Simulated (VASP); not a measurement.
# GdCu3 (Pm-3m) in VASP: single point with PBEsol

Aim: the single point of GdCu3 with PBEsol.

Everything below comes from runs of VASP 6.6.1. Logs are shortened: lines on timing, memory, paths and dates and some standing lists are left out, and cuts for length are marked.

### Step 1. The cell of the first run

The structure is cubic, space group Pm-3m (No. 221). Conventional cell: a = 4.009 Å, b = 4.009 Å, c = 4.009 Å, α = 90.00°, β = 90.00°, γ = 90.00°. Within 3.7 Å of Gd (site symmetry m-3m) lie 12 Cu at 2.83 Å. Within 3.7 Å of Cu (site symmetry 4/mmm) lie 4 Gd at 2.83 Å and 8 Cu at 2.83 Å.

### Step 2. Single point, PBEsol, collinear spin, ferromagnetic start (16.11 Å³/atom)

Contents of INCAR:

```
PREC = Accurate
ENCUT = 520
EDIFF = 1E-7
ISMEAR = 0
SIGMA = 0.05
LREAL = F
LASPH = T
NELM = 150
ALGO = Normal
ISIF = 2
LWAVE = F
LCHARG = T
ISPIN = 2
MAGMOM = 7.69 0 0 0
LORBIT = 11
LMAXMIX = 6
GGA = PS
LELF = T
LVHAR = T
NBANDS = 38
```

Contents of KPOINTS:

```
regular mesh
0
Gamma
  8 8 8
```

Contents of POSCAR:

```
GdCu3
1.0
    4.0090114714      0.0000000000      0.0000000000
    0.0000000000      4.0090114714      0.0000000000
    0.0000000000      0.0000000000      4.0090114714
Gd Cu
1 3
Direct
    0.0000000000      0.0000000000      0.0000000000
    0.0000000000      0.5000000000      0.5000000000
    0.5000000000      0.5000000000      0.0000000000
    0.5000000000      0.0000000000      0.5000000000
```

Potentials or basis: VASP PAW PBE potentials, release 64 (Gd, Cu).

Launch:

```bash
$ cat potpaw_PBE.64/Gd/POTCAR potpaw_PBE.64/Cu/POTCAR > POTCAR
$ mpirun -np 1 vasp_std > vasp.out
```

OUTCAR:

```text
PREC = Accurate
   ENCUT = 520
   EDIFF = 1E-7
   ISMEAR = 0
   LREAL = F
   LASPH = T
   NELM = 150
   ISIF = 2
   ISPIN = 2
   LORBIT = 11
   GGA = PS

 ion  position               nearest neighbor table
   1  0.000  0.000  0.000-   2 2.83   3 2.83   4 2.83   2 2.83   4 2.83   2 2.83   3 2.83   2 2.83
                             3 2.83   4 2.83   4 2.83   3 2.83
   2  0.000  0.500  0.500-   1 2.83   1 2.83   1 2.83   1 2.83
   3  0.500  0.500  0.000-   1 2.83   1 2.83   1 2.83   1 2.83
   4  0.500  0.000  0.500-   1 2.83   1 2.83   1 2.83   1 2.83

  LATTYP: Found a simple cubic cell.
 ALAT       =     4.0090114714

  Lattice vectors:

 A1 = (   4.0090114714,   0.0000000000,   0.0000000000)
 A2 = (   0.0000000000,   4.0090114714,   0.0000000000)
 A3 = (   0.0000000000,   0.0000000000,   4.0090114714)

Analysis of symmetry for initial positions (statically):
=====================================================================
 Subroutine PRICEL returns:
 Original cell was already a primitive cell.

 Routine SETGRP: Setting up the symmetry group for a
 simple cubic supercell.

 Subroutine GETGRP returns: Found 48 space group operations
 (whereof 48 operations were pure point group operations)
 out of a pool of 48 trial point group operations.

The static configuration has the point symmetry O_h .

Analysis of symmetry for dynamics (positions and initial velocities):
=====================================================================
 Subroutine PRICEL returns:
 Original cell was already a primitive cell.

 Routine SETGRP: Setting up the symmetry group for a
 simple cubic supercell.

 Subroutine GETGRP returns: Found 48 space group operations
 (whereof 48 operations were pure point group operations)
 out of a pool of 48 trial point group operations.

The dynamic configuration has the point symmetry O_h .

Analysis of structural, dynamic, and magnetic symmetry:
=====================================================================
 Subroutine PRICEL returns:
 Original cell was already a primitive cell.

 Routine SETGRP: Setting up the symmetry group for a
 simple cubic supercell.

 Subroutine GETGRP returns: Found 48 space group operations
 (whereof 48 operations were pure point group operations)
 out of a pool of 48 trial point group operations.

The overall configuration has the point symmetry O_h .

 Subroutine INISYM returns: Found 48 space group operations
[... 129 lines left out ...]
   IVDW    =     0    specifies the selected vdW correction
   LEPSILON=     F    determine dielectric tensor
   LRPA    =     F    only Hartree local field effects (RPA)
 spin polarized calculation
 Gauss-broadening in eV      SIGMA  =   0.05
  energy-cutoff  :      520.00
  volume of cell :       64.43
 maximum number of plane-waves:      1763
 NGX is ok and might be reduce to    30
   NGX = 15   NGY = 15   NGZ = 15

 number of electron      51.0000035 magnetization       7.4241163

 Free energy of the ion-electron system (eV)
  ---------------------------------------------------
  ext. energy  EPLUGINS =         0.00000000
  ---------------------------------------------------
  free energy    TOTEN  =       -24.34345679 eV

  energy without entropy =      -24.33978629  energy(sigma->0) =      -24.34162154

 E-fermi :   5.6733     XC(G=0): -11.9692

 val. band max:        5.6559282714   @ k =   0.3750   0.1250   0.1250
 cond. band min:       5.6794654113   @ k =   0.5000   0.1250   0.1250
 fundamental gap:      0.0235371399
 Fermi energy:         5.6732906627

 spin component 1

 k-point     1 :       0.0000    0.0000    0.0000
  band No.  band energies     occupation
      1     -39.1500      1.00000
      2     -16.5759      1.00000
      3     -16.5759      1.00000
      4     -16.5759      1.00000
      5      -2.1231      1.00000
      6       0.8599      1.00000
[... 949 lines left out ...]
     36      13.0262      0.00000
     37      13.7448      0.00000

 [... further k-points ...]

 spin component 2

 k-point     1 :       0.0000    0.0000    0.0000
  band No.  band energies     occupation
      1     -36.0138      1.00000
      2     -14.3459      1.00000
      3     -14.3459      1.00000
      4     -14.3459      1.00000
      5      -1.8789      1.00000
      6       1.0480      1.00000
[... 949 lines left out ...]
     36      13.6608      0.00000
     37      14.1088      0.00000

 [... further k-points ...]

 [bands above 37 left out]

------------------------ aborting loop because EDIFF is reached ----------------------------------------

  FORCE on cell =-STRESS in cart. coord.  units (eV):
  Direction    XX          YY          ZZ          XY          YZ          ZX
  --------------------------------------------------------------------------------------
  -------------------------------------------------------------------------------------
  Total        0.9073094      0.9073094      0.9073094      0.0000000     -0.0000000     -0.0000000
  in kB       22.5607801     22.5607801     22.5607801      0.0000000     -0.0000000     -0.0000000
  external PRESSURE =      22.5607801 kB  Pullay stress =       0.0000000 kB

 VOLUME and BASIS-vectors are now :
 -----------------------------------------------------------------------------
  energy-cutoff  :      520.00
  volume of cell :       64.43
      direct lattice vectors                 reciprocal lattice vectors
     4.009011471  0.000000000  0.000000000     0.249438049  0.000000000  0.000000000
     0.000000000  4.009011471  0.000000000     0.000000000  0.249438049  0.000000000
     0.000000000  0.000000000  4.009011471     0.000000000  0.000000000  0.249438049

 POSITION                                       TOTAL-FORCE (eV/Angst)
 -----------------------------------------------------------------------------------
      0.00000      0.00000      0.00000         0.000000      0.000000      0.000000
      0.00000      2.00451      2.00451         0.000000      0.000000      0.000000
      2.00451      2.00451      0.00000         0.000000      0.000000      0.000000
      2.00451      0.00000      2.00451         0.000000      0.000000      0.000000
 -----------------------------------------------------------------------------------
    total drift:                                0.000000      0.000000     -0.000000

  FREE ENERGIE OF THE ION-ELECTRON SYSTEM (eV)
  ---------------------------------------------------
  free  energy   TOTEN  =       -24.3434567945 eV

  energy  without entropy=      -24.3397862914  energy(sigma->0) =      -24.34162154

 total charge

# of ion       s       p       d       f       tot
--------------------------------------------------
    1        2.063   5.606   0.605   6.990  15.265
    2        0.533   0.267   9.141   0.000   9.940
    3        0.533   0.267   9.141   0.000   9.940
    4        0.533   0.267   9.141   0.000   9.940
--------------------------------------------------
tot          3.661   6.408  28.028   6.990  45.087

 magnetization (x)

# of ion       s       p       d       f       tot
--------------------------------------------------
    1        0.003  -0.057   0.119   6.802   6.867
    2        0.006   0.019   0.031   0.000   0.057
    3        0.006   0.019   0.031   0.000   0.057
    4        0.006   0.019   0.031   0.000   0.057
--------------------------------------------------
tot          0.023   0.001   0.212   6.802   7.037
```

OSZICAR:

```text
N       E                     dE             d eps       ncg     rms          rms(c)
DAV:   1     0.379512781418E+03    0.37951E+03   -0.19419E+04  7206   0.632E+03
DAV:   2     0.602233201537E+02   -0.31929E+03   -0.28808E+03  6310   0.562E+02
DAV:   3    -0.167114892511E+02   -0.76935E+02   -0.67914E+02  6346   0.214E+02
[... 25 lines left out ...]
DAV:  29    -0.243434637951E+02    0.14761E-04   -0.37075E-05  9988   0.279E-01    0.156E-01
DAV:  30    -0.243434556759E+02    0.81192E-05   -0.20940E-05  7962   0.303E-01    0.131E-01
DAV:  31    -0.243434564353E+02   -0.75942E-06   -0.18446E-05 10344   0.114E-01    0.738E-02
DAV:  32    -0.243434569766E+02   -0.54125E-06   -0.45836E-06  9308   0.250E-02    0.816E-02
DAV:  33    -0.243434568110E+02    0.16556E-06   -0.10766E-06  7528   0.473E-02    0.668E-02
DAV:  34    -0.243434567945E+02    0.16487E-07   -0.13592E-07  4116   0.560E-03
   1 F= -.24343457E+02 E0= -.24341622E+02  d E =-.367050E-02  mag=     7.4240
```

stdout:

```text
POSCAR found type information on POSCAR GdCu
 POSCAR found :  2 types and       4 ions
 scaLAPACK will be used
 -----------------------------------------------------------------------------
|                                                                             |
|                                                                             |
|     You enforced a specific xc type in the INCAR file but a different       |
|     I HOPE YOU KNOW WHAT YOU ARE DOING!                                     |
|                                                                             |
 -----------------------------------------------------------------------------

 LDA part: xc-table for (Slater+PW92), standard interpolation
 POSCAR, INCAR and KPOINTS ok, starting setup
 FFT: planning ... GRIDC
 FFT: planning ... GRID_SOFT
 FFT: planning ... GRID
 WAVECAR not read
 entering main loop
```

Wall time 9.6 min (1 thread of Intel Xeon Platinum 8259CL at 2.50GHz (Skylake/Cascade Lake), shared host); peak memory 0.29 GiB.

Results:

- Free energy: -24.3435 eV
- Pressure: 2.3 GPa
- Net moment: 7.42 μB per cell
- Site moments: Gd +6.87; Cu +0.06 μB
- Valence electrons inside the program's atomic spheres: Gd 15.27; Cu 9.94

Caveat: the PAW data sets were made with another functional, which shifts forces and pressure a little; spin-orbit coupling is left out, which moves the levels of the heavy elements; semilocal functionals describe open f shells poorly, which spoils levels, moments and volumes.
